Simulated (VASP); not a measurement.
Ag4Pb: single point with PBE

Crystal: Ag4Pb.

```xyz
5
Lattice="0.0000 4.8648 0.0000 4.8648 0.0000 0.0000 2.4324 2.4324 -4.5990" Properties=species:S:1:pos:R:3 pbc="T T T"
Ag    2.4324    2.4324   -2.3455
Ag    4.8648    4.8648   -2.2535
Ag    0.0000    2.4324    0.0000
Ag    2.4324    0.0000    0.0000
Pb    0.0000    0.0000    0.0000
```

```
Program             : VASP 6.6.1
Task                : single point
Functional          : PBE
Potentials or basis : VASP PAW PBE potentials, release 64 (Ag, Pb_d)
Cutoff              : 520 eV
k mesh              : 8 × 8 × 8
Occupations         : fermi-dirac, width 0.1 eV
Spin                : no spin polarisation
```

* Pressure: 28.8 GPa
* Largest force: 7.647 eV/Å
* Band gap on the k mesh: zero (bands 29 and 30 overlap by 0.99 eV)

Forces in eV/Å, atoms in the order of the input:
```
Ag   0.000  0.000  7.647
Ag   0.000  0.000 -7.647
Ag   0.000  0.000  0.000
Ag   0.000  0.000  0.000
Pb   0.000  0.000  0.000
```

Stress tensor (GPa, compression positive):
```
21.04  0.00  0.00
 0.00 21.04  0.00
 0.00  0.00 44.28
```

Levels at points of the mesh, in eV from the Fermi level:
```tsv
k point	band 26	band 27	band 28	band 29	band 30	band 31	band 32	band 33
(0.00, 0.00, 0.00)	-3.88	-1.21	-0.15	-0.15	0.81	2.50	2.65	3.49
(0.50, 0.00, 0.00)	-3.99	-3.61	-1.20	-0.07	0.38	2.52	3.38	3.74
(0.50, 0.50, 0.00)	-3.85	-2.82	-1.22	-0.83	-0.54	-0.32	4.07	5.03
(0.00, 0.00, 0.50)	-4.02	-3.87	-1.68	-1.68	1.12	2.32	4.28	5.29
```

Run time: 2.6 min on 1 thread of AMD EPYC 7R13 Processor (Zen 3), with other jobs on the host, peak memory 0.33 GiB.

Caveat: the cell stands under pressure; spin-orbit coupling is left out, which moves the levels of the heavy elements; forces of over 1 eV/Å act on the atoms, so gaps and moduli don't describe the material at rest.
